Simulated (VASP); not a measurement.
Input of a VASP 6.6.1 run:

The input INCAR:

```
SYSTEM = Al2Cu
ALGO     = Fast           ! electronic algorithm
EDIFF    = 1E-6           ! SCF threshold, eV
ENCUT    = 520            ! plane-wave cutoff, eV
GGA      = PE             ! functional
ISIF     = 2              ! what is computed and relaxed
ISMEAR   = -1             ! smearing method
LASPH    = .True.         ! aspherical terms in the spheres
LCHARG   = .True.         ! write CHGCAR
LELF     = .True.         ! ELF
LREAL    = .False.        ! projectors in reciprocal space
LVHAR    = .True.       
LWAVE    = .False.        ! write WAVECAR
NBANDS   = 16             ! bands
NELM     = 60             ! most SCF steps
PREC     = Accurate       ! precision mode
SIGMA    = 0.05           ! smearing width, eV
```

The input KPOINTS:

```
k-points
0
Gamma
  9 9 9
  0 0 0
```

The input POSCAR:

```
Al2Cu
1.0
   -2.0303375000      2.0303375000      2.8510940000
    2.0303375000     -2.0303375000      2.8510940000
    2.0303375000      2.0303375000     -2.8510940000
Cu Al
1 2
Direct
    0.5041870000      0.4947320000      0.0022620000
    0.2455800000      0.7451240000      0.5011330000
    0.7479760000      0.2497260000      0.5009340000
```

Potentials or basis: VASP PAW PBE potentials, release 64 (Cu, Al).

Launch:

```sh
$ cat potpaw_PBE.64/Cu/POTCAR potpaw_PBE.64/Al/POTCAR > POTCAR
$ mpirun -np 1 vasp_std > vasp.out
```

Problem. Predict the pressure.

Solution. 3.2 GPa.

Problem. Estimate the largest force.

Solution. 0.237 eV/Å.

Stress tensor (GPa, compression positive):
```
 2.69  0.02 -0.11
 0.02  3.55 -0.09
-0.11 -0.09  3.31
```

Caveat: the cell differs from its parent crystal (atoms moved at random).
